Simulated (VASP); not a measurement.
# Ag in VASP: a series of runs

Ag is run at these levels: PBE; tasks: single point, relaxation of cell and atoms.

All numbers are computed with VASP 6.6.1; they aren't measurements. Logs are shortened: lines on timing, memory, paths and dates and some standing lists are left out, and cuts for length are marked.

### 1 The cell of the first run

The structure is hexagonal, space group P6_3/mmc (No. 194). The conventional cell has a = 2.926 Å, b = 2.926 Å, c = 4.822 Å, α = 90.00°, β = 90.00°, γ = 120.00°. Ag (site symmetry -6m2) has 12 Ag at 2.93 to 2.94 Å within 3.9 Å.

### 2 Single point, PBE

INCAR

```
PREC = Accurate
ENCUT = 520
EDIFF = 1E-7
ISMEAR = 0
SIGMA = 0.1
LREAL = F
LASPH = T
NELM = 60
ALGO = Fast
ISIF = 2
LWAVE = F
LCHARG = F
GGA = PE
NBANDS = 18
```

KPOINTS

```
Automatic mesh
0
Gamma
  21 21 12
```

POSCAR

```
Ag
1.0
    2.9257517537      0.0000000000      0.0000000000
   -1.4628758768      2.5337753439      0.0000000000
    0.0000000000      0.0000000000      4.8220766737
Ag
2
Direct
    0.3333333333      0.6666666667      0.7500000000
    0.6666666667      0.3333333333      0.2500000000
```

Potentials or basis: VASP PAW PBE potentials, release 64 (Ag).

Started as:

```console
$ cat potpaw_PBE.64/Ag/POTCAR > POTCAR
$ mpirun -np 1 vasp_std > vasp.out
```

OUTCAR:

```text
PREC = Accurate
   ENCUT = 520
   EDIFF = 1E-7
   ISMEAR = 0
   LREAL = F
   LASPH = T
   NELM = 60
   ISIF = 2
   GGA = PE

 ion  position               nearest neighbor table
   1  0.333  0.667  0.750-   2 2.94   2 2.94   2 2.94   2 2.94   2 2.94   2 2.94
   2  0.667  0.333  0.250-   1 2.94   1 2.94   1 2.94   1 2.94   1 2.94   1 2.94

  LATTYP: Found a hexagonal cell.
 ALAT       =     2.9257517537
 C/A-ratio  =     1.6481496312

  Lattice vectors:

 A1 = (   2.9257517537,   0.0000000000,   0.0000000000)
 A2 = (  -1.4628758768,   2.5337753439,   0.0000000000)
 A3 = (   0.0000000000,   0.0000000000,   4.8220766737)

Analysis of symmetry for initial positions (statically):
=====================================================================
 Subroutine PRICEL returns:
 Original cell was already a primitive cell.

 Routine SETGRP: Setting up the symmetry group for a
 hexagonal supercell.

 Subroutine GETGRP returns: Found 24 space group operations
 (whereof 12 operations were pure point group operations)
 out of a pool of 24 trial point group operations.

The static configuration has the point symmetry D_3d.
 The point group associated with its full space group is D_6h.

Analysis of symmetry for dynamics (positions and initial velocities):
=====================================================================
 Subroutine PRICEL returns:
 Original cell was already a primitive cell.

 Routine SETGRP: Setting up the symmetry group for a
 hexagonal supercell.

 Subroutine GETGRP returns: Found 24 space group operations
 (whereof 12 operations were pure point group operations)
 out of a pool of 24 trial point group operations.

The dynamic configuration has the point symmetry D_3d.
 The point group associated with its full space group is D_6h.

 Subroutine INISYM returns: Found 24 space group operations
 (whereof 12 operations are pure point group operations),
 and found     1 'primitive' translations

----------------------------------------------------------------------------------------

                                     Primitive cell

  volume of cell :      35.7470

  direct lattice vectors                    reciprocal lattice vectors
     2.925751754  0.000000000  0.000000000     0.341792498  0.197333991  0.000000000
    -1.462875877  2.533775344  0.000000000     0.000000000  0.394667981  0.000000000
[... 78 lines left out ...]
   ICHARG =      2    charge: 1-file 2-atom 10-const
   ISPIN  =      1    spin polarized calculation?
   LNONCOLLINEAR =      F non collinear calculations
   LSORBIT =      F    spin-orbit coupling
   LASPH  =      T    aspherical Exc in radial PAW
   ENCUT  =  520.0 eV  38.22 Ry    6.18 a.u.   5.44  5.44  8.97*2*pi/ulx,y,z
   NELM   =     60;   NELMIN=  2; NELMDL= -5     # of ELM steps
   EDIFF  = 0.1E-06   stopping-criterion for ELM
   LREAL  =      F    real-space projection
   EDIFFG = 0.1E-05   stopping-criterion for IOM
   NSW    =      0    number of steps for IOM
   IBRION =     -1    ionic relax: 0-MD 1-quasi-New 2-CG
   NFREE  =      0    steps in history (QN), initial steepest desc. (CG)
   ISIF   =      2    stress and relaxation
   ISYM   =      2    0-nonsym 1-usesym 2-fastsym
   POTIM  = 0.5000    time-step for ionic-motion
   TEBEG  =    0.0;   TEEND  =   0.0 temperature during run
   PSTRESS=    0.0 pullay stress
   NELECT =      22.0000    total number of electrons
   NUPDOWN=      -1.0000    fix difference up-down
   EMIN   =  10.00;   EMAX   =-10.00  energy-range for DOS
   EFERMI =   0.00;   METHOD = LEGACY
   ISMEAR =     0;   SIGMA  =   0.10  broadening in eV -4-tet -1-fermi 0-gaus
   EFERMI_NEDOS =   21; number of points for ismear=-14 and -15
   IALGO  =     68    algorithm
   IMIX   =      4    mixing-type and parameters
     AMIX     =   0.40;   BMIX     =  1.00
     AMIX_MAG =   1.60;   BMIX_MAG =  1.00
  volume/ion in A,a.u.               =      17.87       120.62
  Fermi-wavevector in a.u.,A,eV,Ry     =   1.392523  2.631488 26.383348  1.939121
  Thomas-Fermi vector in A             =   2.516258
   LORBIT       =      0    0 simple, 1 ext, 2 COOP (PROOUT), +10 PAW based schemes
   GGA     = PE    functional components
   LHFCALC =     F    Hartree Fock is set to
   AEXX    =    0.0000 exact exchange contribution
   IVDW    =     0    specifies the selected vdW correction
   LEPSILON=     F    determine dielectric tensor
   LRPA    =     F    only Hartree local field effects (RPA)
 non-spin polarized calculation
 RMM-DIIS sequential band-by-band and
 Gauss-broadening in eV      SIGMA  =   0.10
  energy-cutoff  :      520.00
  volume of cell :       35.75
 maximum number of plane-waves:       996
 NGX is ok and might be reduce to    24
   NGX = 11   NGY = 11   NGZ = 17

 number of electron      22.0000001 magnetization

 Free energy of the ion-electron system (eV)
  ---------------------------------------------------
  ext. energy  EPLUGINS =         0.00000000
  ---------------------------------------------------
  free energy    TOTEN  =        -5.42861868 eV

  energy without entropy =       -5.42560923  energy(sigma->0) =       -5.42711396

 E-fermi :   7.8348     XC(G=0): -11.9294

 val. band max:        7.8295324686   @ k =   0.1429   0.1429   0.2500
 cond. band min:       7.8379059129   @ k =   0.3810   0.0000   0.4167
 fundamental gap:      0.0083734443
 Fermi energy:         7.8347611971

 k-point     1 :       0.0000    0.0000    0.0000
  band No.  band energies     occupation
      1       0.3642      2.00000
      2       1.6721      2.00000
      3       3.1111      2.00000
      4       3.2308      2.00000
      5       3.2308      2.00000
      6       3.4417      2.00000
[... 481 lines left out ...]
      5       3.2801      2.00000
      6       3.3523      2.00000
[... 10 lines left out ...]
     17      24.1133      0.00000
     18      24.6867      0.00000

 [... further k-points ...]
[... 5 lines left out ...]
  --------------------------------------------------------------------------------------
  -------------------------------------------------------------------------------------
  Total       -0.0029024     -0.0029024     -0.0152976     -0.0000000      0.0000000      0.0000000
  in kB       -0.1300871     -0.1300871     -0.6856365     -0.0000000      0.0000000      0.0000000
  external PRESSURE =      -0.3152702 kB  Pullay stress =       0.0000000 kB

 VOLUME and BASIS-vectors are now :
 -----------------------------------------------------------------------------
  energy-cutoff  :      520.00
  volume of cell :       35.75
      direct lattice vectors                 reciprocal lattice vectors
     2.925751754  0.000000000  0.000000000     0.341792498  0.197333991  0.000000000
    -1.462875877  2.533775344  0.000000000     0.000000000  0.394667981  0.000000000
     0.000000000  0.000000000  4.822076674     0.000000000  0.000000000  0.207379531

 POSITION                                       TOTAL-FORCE (eV/Angst)
 -----------------------------------------------------------------------------------
     -0.00000      1.68918      3.61656         0.000000     -0.000000      0.000000
      1.46288      0.84459      1.20552        -0.000000      0.000000      0.000000
 -----------------------------------------------------------------------------------
    total drift:                               -0.000000      0.000000     -0.000000

  FREE ENERGIE OF THE ION-ELECTRON SYSTEM (eV)
  ---------------------------------------------------
  free  energy   TOTEN  =        -5.4286186825 eV

  energy  without entropy=       -5.4256092320  energy(sigma->0) =       -5.42711396
```

Run time: 86 s. Hardware: 1 thread of Intel Xeon 6975P-C, shared host; peak memory 0.29 GiB.

Results:

```yaml
Free_energy: -5.4286 eV
Pressure: 0.0 GPa
Band_gap_on_the_k_mesh: zero (band 11 reaches 11.80 eV, above the bottom of band 12 at 4.42 eV)
```

Levels at points of the mesh, in eV from the Fermi level:
```tsv
k point	band 9	band 10	band 11	band 12	band 13	band 14
(0.00, 0.00, 0.00)	-4.03	-3.13	-3.13	-0.38	3.18	15.54
(0.00, 0.00, 0.50)	-3.42	-3.42	-3.42	-3.42	10.56	10.56
```

### 3 Relaxation of cell and atoms, PBE

This run uses another cell than the first one, of 18.02 Å³/atom, 1.008 times its volume.

INCAR

```
SYSTEM = Ag
PREC = Accurate
ENCUT = 600
EDIFF = 1E-6
ISMEAR = 0
SIGMA = 0.1
LREAL = .False.
LASPH = .True.
NELM = 80
ALGO = Fast
ISIF = 3
LWAVE = .False.
LCHARG = .False.
GGA = PE
IBRION = 2
NSW = 100
EDIFFG = -0.01
```

KPOINTS

```
regular mesh
0
Gamma
  21 21 12
  0 0 0
```

POSCAR

```
Ag
1.0
    2.9719623004      0.0000000000      0.0000000000
   -1.4859811502      2.5737948512      0.0000000000
    0.0000000000      0.0000000000      4.7107619582
Ag
2
Direct
    0.3333333333      0.6666666667      0.7500000000
    0.6666666667      0.3333333333      0.2500000000
```

Potentials or basis: VASP PAW PBE potentials, release 64 (Ag).

Started as:

```console
$ cat potpaw_PBE.64/Ag/POTCAR > POTCAR
$ mpirun -np 1 vasp_std > vasp.out
```

It took 6.3 min on 1 thread of Intel Xeon 6975P-C, shared host; peak memory 0.33 GiB.

Results (log left out):

* Free energy: -5.4282 eV
* Relaxed volume: 17.85 Å³/atom
* Relaxed cell: a = 2.926 Å, b = 2.926 Å, c = 4.816 Å, α = 90.00°, β = 90.00°, γ = 120.00°
* Space group after relaxing (to 0.05 Å): P6_3/mmc (No. 194)
* Energy gained by relaxing: 4.2 meV/atom
* Ionic steps: 6
* Pressure after relaxing: 0.1 GPa
* Band gap on the k mesh: zero (band 11 reaches 11.82 eV, above the bottom of band 12 at 4.43 eV)

The path:
```tsv
step	energy change (eV)	largest force (eV/Å)	pressure (GPa)	volume (Å³)
1	0.0000	0.0000	-0.50	36.03
2	-0.0053	0.0000	0.04	35.74
3	-0.0072	0.0000	0.58	35.51
4	-0.0074	0.0000	0.74	35.41
5	-0.0083	0.0000	-0.31	35.80
6	-0.0084	0.0000	0.05	35.70
```

Final structure:
```
Ag
1.0
     2.92572    0.00000    0.00000
    -1.46286    2.53375    0.00000
     0.00000    0.00000    4.81613
Ag
2
Direct
  0.33333 0.66667 0.75000
  0.66667 0.33333 0.25000
```

Levels at points of the mesh, in eV from the Fermi level:
```csv
k point,band 7,band 8,band 9,band 10,band 11,band 12,band 13,band 14,band 15
"(0.00, 0.00, 0.00)",-4.39,-4.04,-4.04,-3.13,-3.13,-0.37,3.20,15.54,17.20
"(0.00, 0.00, 0.50)",-4.43,-4.43,-3.42,-3.42,-3.42,-3.42,10.60,10.60,15.88
```

### 4 Single point, PBE

INCAR

```
  PREC = Accurate
  ENCUT = 520
  EDIFF = 1E-7
  ISMEAR = 0
  SIGMA = 0.1
  LREAL = F
  LASPH = T
  NELM = 100
  ALGO = Normal
  ISIF = 2
  LWAVE = F
  LCHARG = F
  GGA = PE
  NBANDS = 18
```

KPOINTS

```
regular mesh
0
Gamma
  22 22 12
```

POSCAR

```
Ag
1.0
    1.4641936238     -2.5376314339      0.0000000000
    1.4641936238      2.5376314339      0.0000000000
    0.0000000000      0.0000000000      4.8123357741
Ag
2
Direct
    0.3333956095      0.6666043905      0.2500000000
    0.6666043905      0.3333956095      0.7500000000
```

Potentials or basis: VASP PAW PBE potentials, release 64 (Ag).

Started as:

```console
$ cat potpaw_PBE.64/Ag/POTCAR > POTCAR
$ mpirun -np 1 vasp_std > vasp.out
```

OUTCAR:

```text
PREC = Accurate
   ENCUT = 520
   EDIFF = 1E-7
   ISMEAR = 0
   LREAL = F
   LASPH = T
   NELM = 100
   ISIF = 2
   GGA = PE

 ion  position               nearest neighbor table
   1  0.333  0.667  0.250-   2 2.94   2 2.94   2 2.94   2 2.94   2 2.94   2 2.94
   2  0.667  0.333  0.750-   1 2.94   1 2.94   1 2.94   1 2.94   1 2.94   1 2.94

  LATTYP: Found a base centered orthorhombic cell.
 ALAT       =     2.9283872476
 B/A-ratio  =     1.7331255871
 C/A-ratio  =     1.6433399572

  Lattice vectors:

[... 194 lines left out ...]
      5       3.2324      2.00000
      6       3.4409      2.00000
[... 481 lines left out ...]
      5       3.4682      2.00000
      6       3.5906      2.00000
[... 10 lines left out ...]
     17      18.6118      0.00000
     18      23.4268      0.00000

 [... further k-points ...]
[... 5 lines left out ...]
  --------------------------------------------------------------------------------------
  -------------------------------------------------------------------------------------
  Total       -0.0225569     -0.0294013     -0.0251840      0.0000000      0.0000000      0.0000000
  in kB       -1.0105933     -1.3172365     -1.1282930      0.0000000      0.0000000      0.0000000
  external PRESSURE =      -1.1520409 kB  Pullay stress =       0.0000000 kB

 VOLUME and BASIS-vectors are now :
 -----------------------------------------------------------------------------
  energy-cutoff  :      520.00
  volume of cell :       35.76
      direct lattice vectors                 reciprocal lattice vectors
     1.464193624 -2.537631434  0.000000000     0.341484891 -0.197034129  0.000000000
     1.464193624  2.537631434  0.000000000     0.341484891  0.197034129  0.000000000
     0.000000000  0.000000000  4.812335774     0.000000000  0.000000000  0.207799299

 POSITION                                       TOTAL-FORCE (eV/Angst)
 -----------------------------------------------------------------------------------
      1.46419      0.84556      1.20308         0.000000     -0.000116      0.000000
      1.46419     -0.84556      3.60925         0.000000      0.000116     -0.000000
 -----------------------------------------------------------------------------------
    total drift:                                0.000000      0.000000      0.000000

  FREE ENERGIE OF THE ION-ELECTRON SYSTEM (eV)
  ---------------------------------------------------
  free  energy   TOTEN  =        -5.4291510600 eV

  energy  without entropy=       -5.4256068485  energy(sigma->0) =       -5.42737895
```

stdout:

```text
POSCAR found type information on POSCAR Ag
 POSCAR found :  1 types and       2 ions
 scaLAPACK will be used
 LDA part: xc-table for (Slater+PW92), standard interpolation
 POSCAR, INCAR and KPOINTS ok, starting setup
 FFT: planning ... GRIDC
 FFT: planning ... GRID_SOFT
 FFT: planning ... GRID
 WAVECAR not read
 entering main loop
```

Run time: 8.8 min. Hardware: 1 thread of AMD EPYC 7R43 (Zen 3), shared host; peak memory 0.51 GiB.

Results:

- Free energy: -5.4292 eV
- Pressure: -0.1 GPa
- Band gap on the k mesh: zero (band 11 reaches 11.53 eV, above the bottom of band 12 at 4.42 eV)

### 5 Overview

```csv
task,cell,k mesh,cutoff (eV),gap on the mesh (eV),pressure (GPa)
single point,"a = 2.926, b = 2.926, c = 4.822 Å, angles 90.0, 90.0, 120.0°, 2 atoms",21 × 21 × 12,520,none,0.0
relaxation of cell and atoms,"relaxed from a = 2.972, b = 2.972, c = 4.711 Å, angles 90.0, 90.0, 120.0°, 2 atoms",21 × 21 × 12,600,none,0.1
single point,"a = 2.930, b = 2.930, c = 4.812 Å, angles 90.0, 90.0, 120.0°, 2 atoms",22 × 22 × 12,520,none,-0.1
```

Alike in all rows: level PBE; potentials or basis VASP PAW PBE potentials, release 64 (Ag); no spin polarisation; smearing gaussian 0.1 eV.

Total energies depend on the potentials used, so only differences within one code and one set of settings carry meaning.
